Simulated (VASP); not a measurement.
Input of a VASP 6.6.1 run:

File INCAR:

```
PREC = Accurate
ENCUT = 520
EDIFF = 1E-7
ISMEAR = -1
SIGMA = 0.1
LREAL = False
LASPH = True
NELM = 80
ALGO = Normal
ISIF = 2
LWAVE = False
LCHARG = False
GGA = PE
NBANDS = 22
```

KPOINTS

```
Automatic mesh
0
Gamma
  18 18 10
```

POSCAR

```
Rh
1.0
    2.6089464967      0.0000000000      0.0000000000
   -1.3044732483      2.2594139433      0.0000000000
    0.0000000000      0.0000000000      4.2171156694
Rh
2
Direct
    0.3333333333      0.6666666667      0.2500000000
    0.6666666667      0.3333333333      0.7500000000
```

Potentials or basis: VASP PAW PBE potentials, release 64 (Rh_pv).

The run is started by

```bash
$ cat potpaw_PBE.64/Rh_pv/POTCAR > POTCAR
$ mpirun -np 1 vasp_std > vasp.out
```

Problem. Estimate the band gap on the k mesh.

Solution. Zero (bands 15 and 16 overlap by 2.85 eV).

Problem. Estimate the pressure.

Solution. 44.8 GPa.

Caveat: the cell stands under pressure.
